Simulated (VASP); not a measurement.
Set up this calculation in VASP 6.6.1, as the native input.

```
Task                   : single point
Functional             : PBE
Potentials or basis    : VASP PAW PBE potentials, release 64 (Y_sv)
Cutoff                 : 520 eV
k mesh                 : 12 × 12 × 7
Occupations            : fermi-dirac, width 0.08 eV
Spin                   : no spin polarisation
Dipole correction      : no
Further INCAR settings : ALGO = Normal; EDIFF = 1e-07; NBANDS = 18
```

The structure of Y lies in POSCAR:

```
Y
1.0
    3.6756820560      0.0000000000      0.0000000000
   -1.8378410280      3.1832340367      0.0000000000
    0.0000000000      0.0000000000      5.7854633609
Y
2
Direct
    0.3333333333      0.6666666667      0.2500000000
    0.6666666667      0.3333333333      0.7500000000
```

One way to write it, as run:

INCAR

```
PREC = Accurate ; ENCUT = 520
EDIFF = 1E-7 ; ISMEAR = -1
SIGMA = 0.08 ; LREAL = False
LASPH = True ; NELM = 80
ALGO = Normal ; ISIF = 2
LWAVE = False ; LCHARG = False
GGA = PE ; NBANDS = 18
```

KPOINTS

```
Automatic mesh
0
Gamma
  12 12 7
```

Potentials or basis: VASP PAW PBE potentials, release 64 (Y_sv).

The run is started by

```sh
$ cat potpaw_PBE.64/Y_sv/POTCAR > POTCAR
$ mpirun -np 1 vasp_std > vasp.out
```

It gave:

```json
{"Pressure": "-1.2 GPa", "Band gap on the k mesh": "zero (bands 11 and 12 overlap by 1.22 eV)"}
```

Wall time 2.4 min on 1 thread of Intel Xeon 8259CL, on a shared host, peak memory 0.24 GiB.
